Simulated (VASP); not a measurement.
# C in VASP: notebook

Runs on C. Level: PBEsol. Tasks: relaxation of cell and atoms, single point.

Everything below comes from runs of VASP 6.6.1. Logs are shortened: lines on timing, memory, paths and dates and some standing lists are left out, and cuts for length are marked.

### Step 1. The cell of the first run

It takes space group R-3m (No. 166, trigonal). Conventional cell: a = 3.051 Å, b = 3.051 Å, c = 8.486 Å, α = 90.00°, β = 90.00°, γ = 120.00°. C (site symmetry 3m) has 6 C at 2.04 to 2.52 Å within 2.7 Å.

### Step 2. Relaxation of cell and atoms, PBEsol

The input, INCAR:

```
SYSTEM = C
PREC = Accurate
ENCUT = 910
EDIFF = 1E-7
ISMEAR = 0
SIGMA = 0.1
LREAL = .False.
LASPH = .True.
NELM = 120
ALGO = Normal
ISIF = 3
LWAVE = .False.
LCHARG = .False.
GGA = PS
IBRION = 2
NSW = 90
EDIFFG = -0.04
GGA_COMPAT = .False.
NELMIN = 4
```

The input, KPOINTS:

```
Automatic mesh
0
Gamma
  6 6 6
  0 0 0
```

The input, POSCAR:

```
C
1.0
    1.5254665541      0.8807285256      2.8287948316
   -1.5254665541      0.8807285256      2.8287948316
    0.0000000000     -1.7614570513      2.8287948316
C
2
Direct
    0.2275400000      0.2275400000      0.2275400000
    0.7724600000      0.7724600000      0.7724600000
```

Potentials or basis: VASP PAW PBE potentials, release 64 (C_h).

Launch:

```
$ cat potpaw_PBE.64/C_h/POTCAR > POTCAR
$ mpirun -np 1 vasp_std > vasp.out
```

OUTCAR:

```text
SYSTEM = C
   PREC = Accurate
   ENCUT = 910
   EDIFF = 1E-7
   ISMEAR = 0
   LREAL = .False.
   LASPH = .True.
   NELM = 120
   ISIF = 3
   GGA = PS
   IBRION = 2
   NSW = 90
   EDIFFG = -0.04
   NELMIN = 4

 ion  position               nearest neighbor table
   1  0.228  0.228  0.228-
   2  0.772  0.772  0.772-

  LATTYP: Found a trigonal (rhomboedric) cell.
 ALAT       =     3.3323882041
 COS(alpha) =     0.5808936905

  Lattice vectors:

 A1 = (   1.5254665541,   0.8807285256,   2.8287948316)
 A2 = (  -1.5254665541,   0.8807285256,   2.8287948316)
 A3 = (   0.0000000000,  -1.7614570513,   2.8287948316)

Analysis of symmetry for initial positions (statically):
=====================================================================
 Subroutine PRICEL returns:
 Original cell was already a primitive cell.

 Routine SETGRP: Setting up the symmetry group for a
 trigonal (rhombohedral) supercell.

 Subroutine GETGRP returns: Found 12 space group operations
 (whereof 12 operations were pure point group operations)
 out of a pool of 12 trial point group operations.

The static configuration has the point symmetry D_3d.

Analysis of symmetry for dynamics (positions and initial velocities):
=====================================================================
 Subroutine PRICEL returns:
 Original cell was already a primitive cell.

 Routine SETGRP: Setting up the symmetry group for a
 trigonal (rhombohedral) supercell.

 Subroutine GETGRP returns: Found 12 space group operations
 (whereof 12 operations were pure point group operations)
 out of a pool of 12 trial point group operations.

The dynamic configuration has the point symmetry D_3d.

 Subroutine INISYM returns: Found 12 space group operations
 (whereof 12 operations are pure point group operations),
 and found     1 'primitive' translations

----------------------------------------------------------------------------------------

                                     Primitive cell

  volume of cell :      22.8033

  direct lattice vectors                    reciprocal lattice vectors
     1.525466554  0.880728526  2.828794832     0.327768576  0.189237276  0.117835811
    -1.525466554  0.880728526  2.828794832    -0.327768576  0.189237276  0.117835811
     0.000000000 -1.761457051  2.828794832     0.000000000 -0.378474551  0.117835811

  length of vectors
     3.332388204  3.332388204  3.332388204     0.396394077  0.396394077  0.396394077

  position of ions in fractional coordinates (direct lattice)
     0.227540000  0.227540000  0.227540000
     0.772460000  0.772460000  0.772460000

  ion indices of the primitive-cell ions
   primitive index   ion index
                 1           1
                 2           2

----------------------------------------------------------------------------------------

 KPOINTS: Automatic mesh

Automatic generation of k-mesh.
 Grid dimensions read from file:
 generate k-points for:    6    6    6

 Generating k-lattice:

  Cartesian coordinates                     Fractional coordinates (reciprocal lattice)
     0.054628096  0.031539546  0.019639302     0.166666667  0.000000000  0.000000000
    -0.054628096  0.031539546  0.019639302     0.000000000  0.166666667  0.000000000
     0.000000000 -0.063079092  0.019639302     0.000000000  0.000000000  0.166666667

  Length of vectors
     0.066065679  0.066065679  0.066065679

  Shift w.r.t. Gamma in fractional coordinates (k-lattice)
     0.000000000  0.000000000  0.000000000

 Subroutine IBZKPT returns following result:
 ===========================================

 Found     32 irreducible k-points:

 Following reciprocal coordinates:
            Coordinates               Weight
  0.000000  0.000000  0.000000      1.000000
  0.166667  0.000000 -0.000000      6.000000
  0.333333  0.000000 -0.000000      6.000000
  0.500000  0.000000  0.000000      3.000000
  0.166667  0.166667 -0.000000      6.000000
  0.333333  0.166667 -0.000000     12.000000
[... 16 lines left out ...]
  0.500000  0.500000  0.166667      6.000000
 -0.333333  0.500000  0.166667     12.000000
 [... further k-points ...]
   k-points           NKPTS =     32   k-points in BZ     NKDIM =     32   number of bands    NBANDS=      8
   number of dos      NEDOS =    301   number of ions     NIONS =      2
   total plane-waves  NPLWV =  46656
   dimension x,y,z NGX =    36 NGY =   36 NGZ =   36
   dimension x,y,z NGXF=    72 NGYF=   72 NGZF=   72
   ions per type =               2
   NGX,Y,Z   is equivalent  to a cutoff of  17.96, 17.96, 17.96 a.u.
   NGXF,Y,Z  is equivalent  to a cutoff of  35.92, 35.92, 35.92 a.u.
 SYSTEM =  C
   PREC   = accura    normal or accurate (medium, high low for compatibility)
   ISTART =      0    job   : 0-new  1-cont  2-samecut
   ICHARG =      2    charge: 1-file 2-atom 10-const
   ISPIN  =      1    spin polarized calculation?
   LNONCOLLINEAR =      F non collinear calculations
   LSORBIT =      F    spin-orbit coupling
   LASPH  =      T    aspherical Exc in radial PAW
   ENCUT  =  910.0 eV  66.88 Ry    8.18 a.u.   8.20  8.20  8.20*2*pi/ulx,y,z
   NELM   =    120;   NELMIN=  4; NELMDL= -5     # of ELM steps
   EDIFF  = 0.1E-06   stopping-criterion for ELM
   LREAL  =      F    real-space projection
   EDIFFG = -.4E-01   stopping-criterion for IOM
   NSW    =     90    number of steps for IOM
   IBRION =      2    ionic relax: 0-MD 1-quasi-New 2-CG
   NFREE  =      1    steps in history (QN), initial steepest desc. (CG)
   ISIF   =      3    stress and relaxation
   ISYM   =      2    0-nonsym 1-usesym 2-fastsym
   POTIM  = 0.5000    time-step for ionic-motion
   TEBEG  =    0.0;   TEEND  =   0.0 temperature during run
   PSTRESS=    0.0 pullay stress
   NELECT =       8.0000    total number of electrons
   NUPDOWN=      -1.0000    fix difference up-down
   EMIN   =  10.00;   EMAX   =-10.00  energy-range for DOS
   EFERMI =   0.00;   METHOD = LEGACY
   ISMEAR =     0;   SIGMA  =   0.10  broadening in eV -4-tet -1-fermi 0-gaus
   EFERMI_NEDOS =   21; number of points for ismear=-14 and -15
   IALGO  =     38    algorithm
   IMIX   =      4    mixing-type and parameters
     AMIX     =   0.40;   BMIX     =  1.00
     AMIX_MAG =   1.60;   BMIX_MAG =  1.00
  volume/ion in A,a.u.               =      11.40        76.94
  Fermi-wavevector in a.u.,A,eV,Ry     =   1.154620  2.181915 18.138565  1.333147
  Thomas-Fermi vector in A             =   2.291255
   LORBIT       =      0    0 simple, 1 ext, 2 COOP (PROOUT), +10 PAW based schemes
   GGA     = PS    functional components
   LHFCALC =     F    Hartree Fock is set to
   AEXX    =    0.0000 exact exchange contribution
   IVDW    =     0    specifies the selected vdW correction
   LEPSILON=     F    determine dielectric tensor
   LRPA    =     F    only Hartree local field effects (RPA)
 conjugate gradient relaxation of ions
 non-spin polarized calculation
 Gauss-broadening in eV      SIGMA  =   0.10
  energy-cutoff  :      910.00
  volume of cell :       22.80
 maximum number of plane-waves:      1439
 NGX is ok and might be reduce to    36
   NGX = 17   NGY = 17   NGZ = 17

--------------------------------------- Ionic step        1  -------------------------------------------

 number of electron       8.0000000 magnetization

 Free energy of the ion-electron system (eV)
  ---------------------------------------------------
  ext. energy  EPLUGINS =         0.00000000
  ---------------------------------------------------
  free energy    TOTEN  =       -11.01544900 eV

  energy without entropy =      -11.01030512  energy(sigma->0) =      -11.01287706

 E-fermi :   2.4160     XC(G=0): -10.6527

 val. band max:        2.3991206691   @ k =  -0.1667   0.1667   0.1667
 cond. band min:       2.4343601705   @ k =  -0.3333   0.1667  -0.0000
 fundamental gap:      0.0352395014
 Fermi energy:         2.4159812957

 k-point     1 :       0.0000    0.0000    0.0000
  band No.  band energies     occupation
      1     -11.2689      2.00000
      2       1.0708      2.00000
      3       2.1824      1.99904
      4       2.7901      0.00000
      5       2.7901      0.00000
      6       7.3956      0.00000
      7       7.7600      0.00000
      8       7.7600      0.00000
[... 620 lines left out ...]
 k-point    24 :      -0.3333    0.5000    0.1667
  band No.  band energies     occupation
      1      -6.2959      2.00000
      2      -0.9615      2.00000
      3       1.3951      2.00000
      4       2.9207      2.00000
      5      12.9550      0.00000
      6      16.2594      0.00000
      7      22.6578      0.00000
      8      24.9017      0.00000

 [... further k-points ...]

[... ionic steps 4 to 14 ...]

--------------------------------------- Ionic step       15  -------------------------------------------

 number of electron       8.0000000 magnetization

------------------------ aborting loop because EDIFF is reached ----------------------------------------

  FORCE on cell =-STRESS in cart. coord.  units (eV):
  Direction    XX          YY          ZZ          XY          YZ          ZX
  --------------------------------------------------------------------------------------
  -------------------------------------------------------------------------------------
  Total        0.0900118      0.0900118     -0.6022364     -0.0000000      0.0000000     -0.0000000
  in kB       12.7855181     12.7855181    -85.5433253     -0.0000000      0.0000000     -0.0000000
  external PRESSURE =     -19.9907630 kB  Pullay stress =       0.0000000 kB
[... 57 lines left out ...]
  energy  without entropy=      -19.2751655521  energy(sigma->0) =      -19.27516555

--------------------------------------- Ionic step       17  -------------------------------------------

 number of electron       8.0000000 magnetization

 Free energy of the ion-electron system (eV)
  ---------------------------------------------------
  ext. energy  EPLUGINS =         0.00000000
  ---------------------------------------------------
  free energy    TOTEN  =       -19.27679700 eV

  energy without entropy =      -19.27679700  energy(sigma->0) =      -19.27679700

 E-fermi :  11.5242     XC(G=0): -13.6139

 val. band max:       11.0561442235   @ k =   0.0000   0.0000   0.0000
 cond. band min:      15.1090958425   @ k =   0.3333   0.3333  -0.0000
 fundamental gap:      4.0529516189
 Fermi energy:        11.5241845359

 k-point     1 :       0.0000    0.0000    0.0000
  band No.  band energies     occupation
      1     -10.5801      2.00000
      2      11.0422      2.00000
      3      11.0561      2.00000
      4      11.0561      2.00000
      5      16.6148      0.00000
      6      16.6148      0.00000
      7      16.6247      0.00000
      8      24.6150      0.00000
[... 282 lines left out ...]
  FREE ENERGIE OF THE ION-ELECTRON SYSTEM (eV)
  ---------------------------------------------------
  free  energy   TOTEN  =       -19.2767969954 eV

  energy  without entropy=      -19.2767969954  energy(sigma->0) =      -19.27679700

 reached required accuracy - stopping structural energy minimisation
```

Wall time 82 s (1 thread of Intel Xeon 6975P-C (Granite Rapids), shared host); peak memory 0.2 GiB.

What came out:

```yaml
Free_energy: -19.2768 eV
Relaxed_volume: 5.63 Å³/atom
Relaxed_cell: a = 2.515 Å, b = 2.515 Å, c = 2.515 Å, α = 60.00°, β = 60.00°, γ = 60.00°
Space_group_after_relaxing_to_0.05_Å: Fd-3m (No. 227)
Energy_gained_by_relaxing: 4130.7 meV/atom
Ionic_steps: 17
Pressure_after_relaxing: -0.9 GPa
Largest_force_after_relaxing: 0.018 eV/Å
Band_gap_on_the_k_mesh: 4.05 eV, indirect (least direct gap 5.56 eV)
```

Forces on the atoms (eV/Å):
```
C    0.000  0.000  0.018
C    0.000  0.000 -0.018
```

Step by step:
| step | energy change (eV) | largest force (eV/Å) | pressure (GPa) | volume (Å³) |
| --- | --- | --- | --- | --- |
| 1 | 0.0000 | 3.8976 | -53.76 | 22.80 |
| 2 | -5.4697 | 5.9405 | -9.36 | 12.36 |
| 3 | -5.6274 | 4.5101 | 65.91 | 10.68 |
| 4 | -5.6680 | 4.8684 | 45.18 | 11.03 |
| 5 | -7.0053 | 1.7502 | 100.28 | 10.42 |
| 6 | -7.4946 | 2.3861 | 74.04 | 10.21 |
| 7 | -4.0111 | 19.6732 | 134.69 | 9.80 |
| 8 | -7.5550 | 1.6915 | 70.39 | 10.18 |
| 9 | -7.5737 | 0.6857 | 63.98 | 10.11 |
| 10 | -7.5889 | 0.4746 | 66.31 | 10.14 |
| 11 | -1.6502 | 36.4304 | 127.67 | 12.50 |
| 12 | -7.9816 | 3.1845 | 21.04 | 10.75 |
| 13 | -7.9998 | 3.1382 | -19.64 | 11.79 |
| 14 | -8.2583 | 0.1802 | -1.60 | 11.27 |
| 15 | -8.2584 | 0.2447 | -2.00 | 11.28 |
| 16 | -8.2597 | 0.2313 | 0.00 | 11.23 |
| 17 | -8.2613 | 0.0183 | -0.93 | 11.25 |

Final structure:
```
C
1.0
     1.25753    0.72604    2.05365
    -1.25753    0.72604    2.05365
     0.00000   -1.45207    2.05365
C
2
Direct
  0.12496 0.12496 0.12496
  0.87504 0.87504 0.87504
```

Levels at points of the mesh, in eV from the valence-band top:
```csv
k point,band 1,band 2,band 3,band 4,band 5,band 6,band 7,band 8
"(0.00, 0.00, 0.00)",-21.64,-0.01,0.00,0.00,5.56,5.56,5.57,13.56
"(0.50, 0.00, 0.00)",-15.76,-13.56,-2.84,-2.83,8.41,8.42,8.95,15.56
"(0.50, 0.50, 0.00)",-12.84,-12.84,-6.39,-6.39,4.61,4.62,16.90,16.91
"(0.50, 0.50, 0.50)",-15.76,-13.56,-2.83,-2.83,8.42,8.42,8.95,15.57
```

Caveat: the cutoff is under 1.25 times the usual one of these potentials, so pressure, stress and relaxed cells hold a basis-set (Pulay) error; the volume moved by over 15 % at a fixed basis, so the end points are rough; the PAW data sets were made with another functional, which shifts forces and pressure a little. A k mesh can miss the band edges.

### Step 3. Single point, PBEsol

This run uses another cell than the first one, of 9.50 Å³/atom, 0.833 times its volume.

The input, INCAR:

```
PREC = Accurate ; ENCUT = 520
EDIFF = 1E-6 ; ISMEAR = 0
SIGMA = 0.02 ; LREAL = False
LASPH = True ; NELM = 60
ALGO = Normal ; ISIF = 2
LWAVE = False ; LCHARG = True
GGA = PS ; LELF = True
LVHAR = True ; NBANDS = 11
```

The input, KPOINTS:

```
Automatic mesh
0
Gamma
  14 14 8
```

The input, POSCAR:

```
C
1.0
    2.1294161874     -1.2294303311     -0.0095485949
    2.1294161874      1.2294303311     -0.0095485949
   -1.3961509655      0.0000000000      3.6338044793
C
2
Direct
    0.8333470399      0.8333470399      0.0000396390
    0.1666529601      0.1666529601      0.9999603610
```

Potentials or basis: VASP PAW PBE potentials, release 64 (C).

Launch:

```
$ cat potpaw_PBE.64/C/POTCAR > POTCAR
$ mpirun -np 1 vasp_std > vasp.out
```

Run time: 75 s. Hardware: 1 thread of Intel Xeon Platinum 8488C (Sapphire Rapids), shared host; peak memory 0.18 GiB.

Results (log left out):

```yaml
Free_energy: -19.2910 eV
Pressure: 0.6 GPa
Band_gap_on_the_k_mesh: 0.89 eV, indirect (the least direct gap lies 4.0 meV higher)
```

Stress tensor (GPa, compression positive):
```
 0.96  0.00 -0.01
 0.00  0.96  0.00
-0.01  0.00 -0.06
```

Levels at points of the mesh, in eV from the valence-band top:
```csv
k point,band 1,band 2,band 3,band 4,band 5,band 6,band 7,band 8
"(0.00, 0.00, 0.00)",-19.22,-6.60,-2.58,-2.58,3.91,8.77,8.77,11.91
"(0.50, 0.00, 0.00)",-13.85,-12.90,-6.00,-1.74,2.30,7.96,11.75,12.17
"(0.50, 0.50, 0.00)",-13.79,-12.85,-6.02,-2.20,1.79,7.73,12.97,14.27
"(0.00, 0.00, 0.50)",-19.05,-7.93,-2.59,-2.59,8.75,8.75,9.05,12.03
"(0.50, 0.00, 0.50)",-13.79,-12.85,-6.02,-2.20,1.78,7.73,12.99,14.31
"(0.50, 0.50, 0.50)",-13.85,-12.90,-5.99,-1.75,2.29,7.96,11.76,12.19
```

Caveat: the PAW data sets were made with another functional, which shifts forces and pressure a little; this functional lacks dispersion, which binds the layers, so the pressure and a relaxed spacing across them are unreliable.

### Step 4. Relaxation of cell and atoms, PBEsol

This run uses another cell than the first one, of 9.15 Å³/atom, 0.803 times its volume.

The input, INCAR:

```
ALGO     = Normal         # electronic algorithm
EDIFF    = 1E-7           # SCF threshold, eV
EDIFFG   = -0.01          # ionic threshold
ENCUT    = 600            # plane-wave cutoff, eV
GGA      = PS             # functional
IBRION   = 2              # ionic algorithm
ISIF     = 3              # what is computed and relaxed
ISMEAR   = 0              # smearing method
LASPH    = True           # aspherical terms in the spheres
LCHARG   = False          # write CHGCAR
LREAL    = False          # projectors in reciprocal space
LWAVE    = False          # write WAVECAR
NELM     = 60             # most SCF steps
NSW      = 100            # ionic steps
PREC     = Accurate       # precision mode
SIGMA    = 0.02           # smearing width, eV
```

The input, KPOINTS:

```
k-points
0
Gamma
  14 14 8
```

The input, POSCAR:

```
C
1.0
    2.1273203072     -1.2282824400      0.0000000000
    2.1273203072      1.2282824400      0.0000000000
   -1.3790696309      0.0000000000      3.5028300786
C
2
Direct
    0.8333555300      0.8333555300      0.0000930400
    0.1666444700      0.1666444700      0.9999069600
```

Launch:

```
$ cat potpaw_PBE.64/C/POTCAR > POTCAR
$ mpirun -np 1 vasp_std > vasp.out
```

It took 1.7 min on 1 thread of Intel Xeon Platinum 8488C (Sapphire Rapids), shared host; peak memory 0.18 GiB.

The run converged. Its results:

| Item | Value |
| --- | --- |
| Free energy | -19.2942 eV |
| Relaxed volume | 9.18 Å³/atom |
| Relaxed cell | a = 2.460 Å, b = 2.460 Å, c = 3.766 Å, α = 108.52°, β = 108.52°, γ = 60.00° |
| Space group after relaxing (to 0.05 Å) | C2/m (No. 12) |
| Energy gained by relaxing | 0.1 meV/atom |
| Ionic steps | 3 |
| Pressure after relaxing | 0.0 GPa |
| Band gap on the k mesh | 0.78 eV, indirect (least direct gap 0.80 eV) |

Forces in eV/Å, atoms in the order of the input:
```
C   -0.003  0.000 -0.001
C    0.003  0.000  0.001
```

Stress tensor (GPa, compression positive):
```
 0.01  0.00 -0.03
 0.00 -0.03  0.00
-0.03  0.00  0.16
```

Step by step:
| step | energy change (eV) | largest force (eV/Å) | pressure (GPa) | volume (Å³) |
| --- | --- | --- | --- | --- |
| 1 | 0.0000 | 0.0055 | 1.15 | 18.31 |
| 2 | 0.0011 | 0.0183 | -2.45 | 18.48 |
| 3 | -0.0003 | 0.0029 | 0.05 | 18.36 |

Final structure:
```xyz
2
Lattice="2.1303 -1.2299 -0.0001 2.1303 1.2299 -0.0001 -1.3811 0.0000 3.5033" Properties=species:S:1:pos:R:3 pbc="T T T"
C     3.5505    0.0000    0.0002
C    -0.6710    0.0000    3.5030
```

Levels at points of the mesh, in eV from the valence-band top:
| k point | band 1 | band 2 | band 3 | band 4 | band 5 | band 6 | band 7 | band 8 |
| --- | --- | --- | --- | --- | --- | --- | --- | --- |
| (0.00, 0.00, 0.00) | -19.30 | -6.50 | -2.64 | -2.64 | 4.05 | 8.70 | 8.71 | 11.82 |
| (0.50, 0.00, 0.00) | -13.92 | -12.96 | -6.05 | -1.74 | 2.29 | 7.92 | 11.80 | 12.26 |
| (0.50, 0.50, 0.00) | -13.84 | -12.91 | -6.08 | -2.29 | 1.69 | 7.62 | 13.07 | 14.51 |
| (0.00, 0.00, 0.50) | -19.08 | -8.11 | -2.65 | -2.65 | 8.67 | 8.67 | 9.68 | 11.97 |
| (0.50, 0.00, 0.50) | -13.84 | -12.90 | -6.08 | -2.33 | 1.65 | 7.62 | 13.15 | 14.73 |
| (0.50, 0.50, 0.50) | -13.91 | -12.96 | -6.05 | -1.78 | 2.23 | 7.92 | 11.89 | 12.40 |

Caveat: the PAW data sets were made with another functional, which shifts forces and pressure a little; this functional lacks dispersion, which binds the layers, so the pressure and a relaxed spacing across them are unreliable. A k mesh can miss the band edges.

(Part 1 of 2 ends here.)
